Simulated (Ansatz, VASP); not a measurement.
**Si8W3 in VASP and in Ansatz**

INCAR

```
ALGO = Normal
EDIFF = 1E-6
ENCUT = 520
GGA = PE
ISIF = 2
ISMEAR = 1
LASPH = T
LCHARG = F
LREAL = F
LWAVE = F
NBANDS = 48
NELM = 100
PREC = Accurate
SIGMA = 0.1
```

Contents of KPOINTS:

```
k-points
0
Gamma
  7 7 5
```

Contents of POSCAR:

```
Si8W3
1.0
    3.2292007300      3.2292007300      0.0000000000
   -3.2292007300      3.2292007300      0.0000000000
    0.0000000000      0.0000000000      7.8679106400
Si W
8 3
Direct
   -0.0015192000      0.0336864800      0.3411432200
    0.0028951300      0.4959791100      0.8331521700
    0.4983084600      0.0009537000      0.8298113000
    0.4693821100      0.5008539400      0.3409699200
   -0.0004130600     -0.0324982100      0.6577905300
   -0.0048487600      0.5046822200      0.1656616400
    0.4997861500     -0.0006464400      0.1691581800
    0.5286637000      0.4995783100      0.6579696300
   -0.0009389500      0.0002531600     -0.0005453300
   -0.5009580100      0.0002154500      0.4994804100
    0.4990338100      0.5001881400     -0.0005446200
```

Input for Ansatz:

```yaml
crystal:
  lattice:
    - [3.22920073, 3.22920073, 0.0]
    - [-3.22920073, 3.22920073, 0.0]
    - [0.0, 0.0, 7.86791064]
  atoms:
    - { symbol: Si, position: [-0.0015192, 0.03368648, 0.34114322] }
    - { symbol: Si, position: [0.00289513, 0.49597911, 0.83315217] }
    - { symbol: Si, position: [0.49830846, 0.0009537, 0.8298113] }
    - { symbol: Si, position: [0.46938211, 0.50085394, 0.34096992] }
    - { symbol: Si, position: [-0.00041306, -0.03249821, 0.65779053] }
    - { symbol: Si, position: [-0.00484876, 0.50468222, 0.16566164] }
    - { symbol: Si, position: [0.49978615, -0.00064644, 0.16915818] }
    - { symbol: Si, position: [0.5286637, 0.49957831, 0.65796963] }
    - { symbol: W, position: [-0.00093895, 0.00025316, -0.00054533] }
    - { symbol: W, position: [-0.50095801, 0.00021545, 0.49948041] }
    - { symbol: W, position: [0.49903381, 0.50018814, -0.00054462] }
basis:
  ecutwfc: 420
  xc_grid: 2
hamiltonian:
  xc: pbe
  pseudopotentials: { kind: paw, azcp: { folder: soft_1 } }
kpoints:
  mp_grid: { grid: [7, 7, 5] }
scf:
  occupations: { method: methfessel_paxton, width: 0.1 }
  max_iter: 190
output:
  forces: true
  eigenvalues: true
checkpoint:
  write: "../q0.end.mesh.run"
  compress: false
  write_wavefunctions: false
  write_every: 100000
```

Alike in both runs: task single point; functional PBE; k mesh 7 × 7 × 5; occupations methfessel-paxton of order 1, width 0.1 eV; no spin polarisation.

|  | VASP | Ansatz |
| --- | --- | --- |
| version | VASP 6.6.1 | Ansatz 0.2.0 |
| potentials or method | VASP PAW PBE potentials, release 64 (Si, W_sv), cutoff 520 eV | plane-wave PAW DFT |
| valence electrons in the cell | 74 | 74 |

```tsv
	VASP	Ansatz	Ansatz less VASP
rms of the force components (eV/Å)	0.031	0.031	+0.0001
```

Atom by atom the forces differ by 0.001 eV/Å (rms over components). The functional is the same, so the differences come from potentials, cutoffs and numerics.

Spin-orbit coupling is off throughout.
